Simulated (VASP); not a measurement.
# Si (P6_422) in VASP: further runs

Si is run at these levels: PBE-based screened hybrid with 5 % exact exchange, PBE-based screened hybrid with 10 % exact exchange, PBE-based screened hybrid with 15 % exact exchange, PBE-based screened hybrid with 20 % exact exchange; tasks: single point.

Everything below comes from runs of VASP 6.6.1. Logs are shortened: lines on timing, memory, paths and dates and some standing lists are left out, and cuts for length are marked.

**1. The cell of the first run**

The structure is hexagonal, space group P6_422 (No. 181). The conventional cell has a = 3.906 Å, b = 3.906 Å, c = 4.117 Å, α = 90.00°, β = 90.00°, γ = 120.00°. Si (site symmetry 222) has 4 Si at 2.39 Å within 3.2 Å.

**2. Single point, PBE-based screened hybrid with 5 % exact exchange**

File POSCAR:

```
Si
1.0
    3.9057500000      0.0000000000      0.0000000000
   -1.9528700000      3.3824800000      0.0000000000
    0.0000000000      0.0000000000      4.1166600000
Si
3
Direct
    0.0000000000      0.5000000000      0.3333300000
    0.5000000000      0.5000000000      0.6666700000
    0.5000000000      0.0000000000      0.0000000000
```

File INCAR.step1:

```
  ALGO = Normal
  EDIFF = 1E-5
  ENCUT = 520
  GGA = PE
  ISIF = 2
  ISMEAR = -1
  LASPH = True
  LREAL = False
  LWAVE = True
  NBANDS = 13
  NELM = 80
  PREC = Accurate
  SIGMA = 0.05
```

File INCAR.step2:

```
  AEXX = 0.05
  ALGO = Normal
  EDIFF = 1E-6
  ENCUT = 520
  GGA = PE
  HFSCREEN = 0.2
  ISIF = 2
  ISMEAR = -1
  ISTART = 1
  LASPH = True
  LCHARG = True
  LELF = True
  LHFCALC = True
  LREAL = False
  LVHAR = True
  LWAVE = False
  NBANDS = 13
  NELM = 80
  PREC = Accurate
  PRECFOCK = Normal
  SIGMA = 0.05
```

File KPOINTS:

```
k-points
0
Gamma
  4 4 4
```

Potentials or basis: VASP PAW PBE potentials, release 64 (Si).

Started as:

```bash
> cat potpaw_PBE.64/Si/POTCAR > POTCAR
> cp INCAR.step1 INCAR
> mpirun -np 1 vasp_std > vasp.out
> cp INCAR.step2 INCAR
> mpirun -np 1 vasp_std > vasp.out
```

OUTCAR:

```text
AEXX = 0.05
   EDIFF = 1E-6
   ENCUT = 520
   GGA = PE
   HFSCREEN = 0.2
   ISIF = 2
   ISMEAR = -1
   ISTART = 1
   LASPH = True
   LHFCALC = True
   LREAL = False
   NELM = 80
   PREC = Accurate
   PRECFOCK = Normal

 ion  position               nearest neighbor table
   1  0.000  0.500  0.333-   3 2.39   3 2.39   2 2.39   2 2.39
   2  0.500  0.500  0.667-   3 2.39   3 2.39   1 2.39   1 2.39
   3  0.500  0.000  0.000-   2 2.39   2 2.39   1 2.39   1 2.39

  LATTYP: Found a hexagonal cell.
 ALAT       =     3.9057500000
 C/A-ratio  =     1.0539998720

  Lattice vectors:

 A1 = (   3.9057500000,   0.0000000000,   0.0000000000)
 A2 = (  -1.9528700000,   3.3824800000,   0.0000000000)
 A3 = (   0.0000000000,   0.0000000000,   4.1166600000)

Analysis of symmetry for initial positions (statically):
=====================================================================
 Subroutine PRICEL returns:
 Original cell was already a primitive cell.

 Routine SETGRP: Setting up the symmetry group for a
 hexagonal supercell.

 Subroutine GETGRP returns: Found  4 space group operations
 (whereof  4 operations were pure point group operations)
 out of a pool of 24 trial point group operations.

The static configuration has the point symmetry D_2 .

Analysis of symmetry for dynamics (positions and initial velocities):
=====================================================================
 Subroutine PRICEL returns:
 Original cell was already a primitive cell.

 Routine SETGRP: Setting up the symmetry group for a
 hexagonal supercell.

 Subroutine GETGRP returns: Found  4 space group operations
 (whereof  4 operations were pure point group operations)
 out of a pool of 24 trial point group operations.

The dynamic configuration has the point symmetry D_2 .

 Subroutine INISYM returns: Found  4 space group operations
 (whereof  4 operations are pure point group operations),
 and found     1 'primitive' translations

----------------------------------------------------------------------------------------

                                     Primitive cell

  volume of cell :      54.3857

  direct lattice vectors                    reciprocal lattice vectors
     3.905750000  0.000000000  0.000000000     0.256032772  0.147820156  0.000000000
    -1.952870000  3.382480000  0.000000000     0.000000000  0.295641068  0.000000000
     0.000000000  0.000000000  4.116660000     0.000000000  0.000000000  0.242915373

  length of vectors
     3.905750000  3.905748608  4.116660000     0.295640963  0.295641068  0.242915373

  position of ions in fractional coordinates (direct lattice)
     0.000000000  0.500000000  0.333330000
     0.500000000  0.500000000  0.666670000
     0.500000000  0.000000000  0.000000000

  ion indices of the primitive-cell ions
   primitive index   ion index
                 1           1
                 2           2
                 3           3

----------------------------------------------------------------------------------------

 KPOINTS: k-points

Automatic generation of k-mesh.
 Grid dimensions read from file:
 generate k-points for:    4    4    4

 Generating k-lattice:

  Cartesian coordinates                     Fractional coordinates (reciprocal lattice)
     0.064008193  0.036955039  0.000000000     0.250000000  0.000000000  0.000000000
     0.000000000  0.073910267  0.000000000     0.000000000  0.250000000  0.000000000
     0.000000000  0.000000000  0.060728843     0.000000000  0.000000000  0.250000000

  Length of vectors
     0.073910241  0.073910267  0.060728843

  Shift w.r.t. Gamma in fractional coordinates (k-lattice)
     0.000000000  0.000000000  0.000000000

 Subroutine IBZKPT returns following result:
 ===========================================

 Found     21 irreducible k-points:

 Following reciprocal coordinates:
            Coordinates               Weight
  0.000000  0.000000  0.000000      1.000000
  0.250000 -0.000000  0.000000      4.000000
  0.000000  0.250000  0.000000      2.000000
  0.500000 -0.000000  0.000000      2.000000
  0.000000  0.500000  0.000000      1.000000
  0.250000  0.250000  0.000000      4.000000
[... 13 lines left out ...]
  0.250000  0.250000  0.500000      4.000000
  0.500000  0.250000  0.500000      2.000000
   k-points           NKPTS =     21   k-points in BZ     NKDIM =     64   number of bands    NBANDS=     13
   number of dos      NEDOS =    301   number of ions     NIONS =      3
   total plane-waves  NPLWV =  28800
   dimension x,y,z NGX =    30 NGY =   30 NGZ =   32
   dimension x,y,z NGXF=    60 NGYF=   60 NGZF=   64
   ions per type =               3
   NGX,Y,Z   is equivalent  to a cutoff of  12.77, 12.77, 12.92 a.u.
   NGXF,Y,Z  is equivalent  to a cutoff of  25.54, 25.54, 25.85 a.u.
 SYSTEM =  unknown system
   PREC   = accura    normal or accurate (medium, high low for compatibility)
   ISTART =      1    job   : 0-new  1-cont  2-samecut
   ICHARG =      0    charge: 1-file 2-atom 10-const
   ISPIN  =      1    spin polarized calculation?
   LNONCOLLINEAR =      F non collinear calculations
   LSORBIT =      F    spin-orbit coupling
   LASPH  =      T    aspherical Exc in radial PAW
   ENCUT  =  520.0 eV  38.22 Ry    6.18 a.u.   7.26  7.26  7.65*2*pi/ulx,y,z
   NELM   =     80;   NELMIN=  2; NELMDL=  0     # of ELM steps
   EDIFF  = 0.1E-05   stopping-criterion for ELM
   LREAL  =      F    real-space projection
   EDIFFG = 0.1E-04   stopping-criterion for IOM
   NSW    =      0    number of steps for IOM
   IBRION =     -1    ionic relax: 0-MD 1-quasi-New 2-CG
   NFREE  =      0    steps in history (QN), initial steepest desc. (CG)
   ISIF   =      2    stress and relaxation
   ISYM   =      3    0-nonsym 1-usesym 2-fastsym
   POTIM  = 0.5000    time-step for ionic-motion
   TEBEG  =    0.0;   TEEND  =   0.0 temperature during run
   PSTRESS=    0.0 pullay stress
   NELECT =      12.0000    total number of electrons
   NUPDOWN=      -1.0000    fix difference up-down
   EMIN   =  10.00;   EMAX   =-10.00  energy-range for DOS
   EFERMI =   0.00;   METHOD = LEGACY
   ISMEAR =    -1;   SIGMA  =   0.05  broadening in eV -4-tet -1-fermi 0-gaus
   EFERMI_NEDOS =   21; number of points for ismear=-14 and -15
   IALGO  =     38    algorithm
   IMIX   =      1    mixing-type and parameters
     AMIX     =   0.40;   BMIX     =  1.00
     AMIX_MAG =   1.60;   BMIX_MAG =  1.00
  volume/ion in A,a.u.               =      18.13       122.34
  Fermi-wavevector in a.u.,A,eV,Ry     =   0.989252  1.869416 13.314932  0.978620
  Thomas-Fermi vector in A             =   2.120838
   LORBIT       =      0    0 simple, 1 ext, 2 COOP (PROOUT), +10 PAW based schemes
   GGA     = PE    functional components
   LHFCALC =     T    Hartree Fock is set to
   PRECFOCK=normal    Normal, Fast or Accurate (Low or Medium for compatibility)
   ENCUT4O =  -1.0   cutoff for four orbital integrals eV
   NKREDX  =     1    reduce k-point grid by
   NKREDY  =     1    reduce k-point grid by
   NKREDZ  =     1    reduce k-point grid by
   AEXX    =    0.0500 exact exchange contribution
   HFSCREEN=    0.2000 screening length (either q_TF or 0.3 A-1)
   HFSCREENC=   0.2000 screening length for correlation (either q_TF or 0.3 A-1)
   ENCUTFOCK=  -1.0 apply spherical cutoff to Coloumb kernel
   IVDW    =     0    specifies the selected vdW correction
   LEPSILON=     F    determine dielectric tensor
   LRPA    =     F    only Hartree local field effects (RPA)
 non-spin polarized calculation
  energy-cutoff  :      520.00
  volume of cell :       54.39
 maximum number of plane-waves:      1480
 NGX is ok and might be reduce to    30
  NGX = 24; NGY = 24; NGZ = 24

 number of electron      12.0000000 magnetization

 Free energy of the ion-electron system (eV)
  ---------------------------------------------------
  ext. energy  EPLUGINS =         0.00000000
  ---------------------------------------------------
  free energy    TOTEN  =       -16.14540589 eV

  energy without entropy =      -16.14107557  energy(sigma->0) =      -16.14324073

 E-fermi :   7.2041     XC(G=0):  -9.6830

 val. band max:        6.7567824062   @ k =   0.0000   0.0000   0.5000
 cond. band min:       7.2848621280   @ k =   0.5000  -0.0000   0.5000
 fundamental gap:      0.5280797218
 Fermi energy:         7.2040708463

 k-point     1 :       0.0000    0.0000    0.0000
  band No.  band energies     occupation
      1      -5.9464      2.00000
      2       1.9896      2.00000
      3       1.9897      2.00000
      4       3.8187      2.00000
      5       6.4734      2.00000
      6       6.4735      2.00000
      7       8.2065      0.00000
      8       8.2066      0.00000
      9      10.9290      0.00000
     10      12.3838      0.00000
     11      12.3838      0.00000
     12      13.1012      0.00000
     13      14.9316      0.00000

 k-point     2 :       0.2500   -0.0000    0.0000
  band No.  band energies     occupation
      1      -5.2167      2.00000
      2       0.4522      2.00000
      3       2.3686      2.00000
      4       3.5099      2.00000
      5       4.6835      2.00000
      6       5.2892      2.00000
      7       9.1629      0.00000
      8       9.9531      0.00000
      9      11.0466      0.00000
     10      11.4554      0.00000
     11      13.0038      0.00000
     12      13.2121      0.00000
     13      13.6242      0.00000
[... 273 lines left out ...]
 k-point    20 :       0.2500    0.2500    0.5000
  band No.  band energies     occupation
      1      -2.1884      2.00000
      2      -1.7217      2.00000
      3       0.4102      2.00000
      4       1.7756      2.00000
      5       3.1545      2.00000
      6       3.8732      2.00000
      7      10.6510      0.00000
      8      10.7770      0.00000
      9      11.6596      0.00000
     10      12.0282      0.00000
     11      14.9920      0.00000
     12      15.0132      0.00000
     13      16.4123      0.00000

 k-point    21 :       0.5000    0.2500    0.5000
  band No.  band energies     occupation
      1      -2.1885      2.00000
      2      -1.7217      2.00000
      3       0.4103      2.00000
      4       1.7755      2.00000
      5       3.1544      2.00000
      6       3.8732      2.00000
      7      10.6511      0.00000
      8      10.7769      0.00000
      9      11.6596      0.00000
     10      12.0281      0.00000
     11      14.9920      0.00000
     12      15.0131      0.00000
     13      16.4123      0.00000

------------------------ aborting loop because EDIFF is reached ----------------------------------------

  FORCE on cell =-STRESS in cart. coord.  units (eV):
  Direction    XX          YY          ZZ          XY          YZ          ZX
  --------------------------------------------------------------------------------------
  -------------------------------------------------------------------------------------
  Total       -0.0532282     -0.0528269     -0.7733110     -0.0000001      0.0000000      0.0000000
  in kB       -1.5680771     -1.5562556    -22.7813840     -0.0000023      0.0000000      0.0000000
  external PRESSURE =      -8.6352389 kB  Pullay stress =       0.0000000 kB

 VOLUME and BASIS-vectors are now :
 -----------------------------------------------------------------------------
  energy-cutoff  :      520.00
  volume of cell :       54.39
      direct lattice vectors                 reciprocal lattice vectors
     3.905750000  0.000000000  0.000000000     0.256032772  0.147820156  0.000000000
    -1.952870000  3.382480000  0.000000000     0.000000000  0.295641068  0.000000000
     0.000000000  0.000000000  4.116660000     0.000000000  0.000000000  0.242915373

 POSITION                                       TOTAL-FORCE (eV/Angst)
 -----------------------------------------------------------------------------------
     -0.97644      1.69124      1.37221         0.000000      0.000000      0.000240
      0.97644      1.69124      2.74445         0.000000      0.000000     -0.000240
      1.95287      0.00000      0.00000         0.000000      0.000000      0.000000
 -----------------------------------------------------------------------------------
    total drift:                                0.000000      0.000000     -0.000001

  FREE ENERGIE OF THE ION-ELECTRON SYSTEM (eV)
  ---------------------------------------------------
  free  energy   TOTEN  =       -16.1454058898 eV

  energy  without entropy=      -16.1410755687  energy(sigma->0) =      -16.14324073
```

It took 3.1 min on 1 thread of Intel Xeon Platinum 8488C (Sapphire Rapids), shared host; peak memory 0.27 GiB.

Results:

| Quantity | Value |
| --- | --- |
| Free energy | -16.1454 eV |
| Pressure | -0.9 GPa |
| Band gap on the k mesh | zero (bands 6 and 7 overlap by 0.11 eV) |

Caveat: the k points lie up to 0.46 Å⁻¹ apart; the PAW data sets were made with another functional, which shifts forces and pressure a little.

**3. Single point, PBE-based screened hybrid with 10 % exact exchange**

POSCAR is that of step 2.

Edit INCAR.step1 of step 2 so:

```diff
@@ -10,3 +10,3 @@
   NBANDS = 13
-  NELM = 80
+  NELM = 60
   PREC = Accurate
```

Edit INCAR.step2 of step 2 so:

```diff
@@ -1,4 +1,4 @@
-  AEXX = 0.05
+  AEXX = 0.1
   ALGO = Normal
-  EDIFF = 1E-6
+  EDIFF = 1E-7
   ENCUT = 520
@@ -17,3 +17,3 @@
   NBANDS = 13
-  NELM = 80
+  NELM = 60
   PREC = Accurate
```

KPOINTS is that of step 2.

Potentials or basis: VASP PAW PBE potentials, release 64 (Si).

Started as:

```bash
> cat potpaw_PBE.64/Si/POTCAR > POTCAR
> cp INCAR.step1 INCAR
> mpirun -np 1 vasp_std > vasp.out
> cp INCAR.step2 INCAR
> mpirun -np 1 vasp_std > vasp.out
```

Run time: 4.3 min. Hardware: 1 thread of Intel Xeon Platinum 8488C (Sapphire Rapids), shared host; peak memory 0.27 GiB.

The run converged. Its results:

```
Free energy            : -16.6446 eV
Pressure               : -1.3 GPa
Band gap on the k mesh : zero (bands 6 and 7 overlap by 0.04 eV)
```

Stress tensor (GPa, compression positive):
```
-0.63  0.00  0.00
 0.00 -0.63  0.00
 0.00  0.00 -2.59
```

Levels at points of the mesh, in eV from the Fermi level:
| k point | band 2 | band 3 | band 4 | band 5 | band 6 | band 7 | band 8 | band 9 | band 10 | band 11 |
| --- | --- | --- | --- | --- | --- | --- | --- | --- | --- | --- |
| (0.00, 0.00, 0.00) | -5.41 | -5.41 | -3.55 | -0.84 | -0.84 | 1.02 | 1.02 | 3.76 | 5.28 | 5.28 |
| (0.50, 0.00, 0.00) | -9.69 | -4.67 | -3.39 | -3.00 | -2.06 | 0.08 | 0.65 | 4.55 | 5.22 | 5.86 |
| (0.00, 0.50, 0.00) | -9.69 | -4.67 | -3.39 | -3.00 | -2.06 | 0.08 | 0.65 | 4.55 | 5.22 | 5.86 |
| (0.00, 0.00, 0.50) | -11.40 | -1.83 | -1.83 | -0.55 | 0.12 | 1.78 | 2.51 | 2.51 | 2.75 | 2.75 |
| (0.50, 0.00, 0.50) | -8.47 | -8.28 | -6.20 | -2.37 | -1.91 | 0.09 | 0.63 | 6.81 | 7.56 | 8.63 |
| (0.00, 0.50, 0.50) | -8.47 | -8.28 | -6.20 | -2.37 | -1.91 | 0.09 | 0.63 | 6.81 | 7.56 | 8.63 |

Caveat: the k points lie up to 0.46 Å⁻¹ apart; the PAW data sets were made with another functional, which shifts forces and pressure a little.

(Part 1 of 2 ends here.)

The gap in the log of VASP goes by the Fermi energy; the results here count the filled bands.